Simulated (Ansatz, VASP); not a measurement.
One calculation of ZrC, two programs

The input INCAR:

```
PREC = Accurate
ENCUT = 520
EDIFF = 1E-8
ISMEAR = -1
SIGMA = 0.05
LREAL = F
LASPH = T
NELM = 100
ALGO = Normal
ISIF = 2
LWAVE = F
LCHARG = F
GGA = PE
LEFG = T
NBANDS = 15
```

The input KPOINTS:

```
Automatic mesh
0
Gamma
  15 15 15
```

The input POSCAR:

```
ZrC
1.0
    0.0000000000      2.3423497072      2.3423497072
    2.3423497072      0.0000000000      2.3423497072
    2.3423497072      2.3423497072      0.0000000000
Zr C
1 1
Direct
    0.5000000000      0.5000000000      0.5000000000
    0.0000000000      0.0000000000      0.0000000000
```

Input for Ansatz:

```yaml
crystal:
  lattice:
    - [0.0, 2.3423497072, 2.3423497072]
    - [2.3423497072, 0.0, 2.3423497072]
    - [2.3423497072, 2.3423497072, 0.0]
  atoms:
    - { symbol: Zr, position: [0.5, 0.5, 0.5] }
    - { symbol: C, position: [0.0, 0.0, 0.0] }
kpoints:
  mp_grid: { grid: [15, 15, 15] }
scf:
  occupations: { method: fermi_dirac, width: 0.05 }
hamiltonian:
  xc: pbe
  pseudopotentials: { kind: all_electron, datasets: crystal }
output:
  forces: true
  stress: true
  eigenvalues: true
  efg: { contact_densities: true }
```

Change from the starting cell: volume scaled by 0.99, crystal datasets.

Alike in both runs: task electric field gradients; functional PBE; k mesh 15 × 15 × 15; occupations fermi-dirac, width 0.05 eV; no spin polarisation.

|  | VASP | Ansatz |
| --- | --- | --- |
| version | VASP 6.6.1 | Ansatz 0.2.0 |
| potentials or method | VASP PAW PBE potentials, release 64 (Zr_sv, C), cutoff 520 eV | all-electron PAW with datasets made for the crystal, scalar-relativistic |

VASP gave:

- pressure (GPa): 3.8

Q: What did Ansatz give for the same quantities?

A: Pressure (GPa): 3.6.

Ansatz ran all-electron here, and VASP with PAW potentials.
